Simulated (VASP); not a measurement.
Runs of VASP 6.6.1 on Tl. The structure is that of space group P6_3/mmc (No. 194), or close to it. The cells are those of the table. 

| task | cell | k mesh | cutoff (eV) | gap on the mesh (eV) | pressure (GPa) | relaxed volume (Å³/atom) |
| --- | --- | --- | --- | --- | --- | --- |
| relaxation of cell and atoms | relaxed from a = 3.612, b = 3.612, c = 5.565 Å, angles 90.0, 90.0, 120.0°, 2 atoms | 15 × 15 × 8 | 600 | none | 0.0 | (a) |
| single point | a = 3.612, b = 3.612, c = 5.565 Å, angles 90.0, 90.0, 120.0°, 2 atoms | 15 × 15 × 8 | 520 | none | -0.1 | - |
| relaxation of cell and atoms | relaxed from a = 3.460, b = 3.460, c = 5.533 Å, angles 90.0, 90.0, 120.0°, 2 atoms | 15 × 15 × 8 | 600 | none | 0.0 | 31.38 |
| single point | a = 3.612, b = 5.565 Å, angles 90.0, 60.0, 90.0°, 2 atoms | 10 × 6 × 11 | 520 | none | 0.0 | - |

Alike in all rows: level PBE; potentials or basis VASP PAW PBE potentials, release 64 (Tl_d); no spin polarisation; smearing gaussian 0.1 eV.

Task: Estimate the missing entries.

Result: (a) 31.42.

Caveats: spin-orbit coupling is left out, which moves the levels of the heavy elements.

A k mesh can miss the band edges, and the runs leave out spin-orbit coupling on Tl.

A gap of «none» marks levels without a gap at the run's occupations.
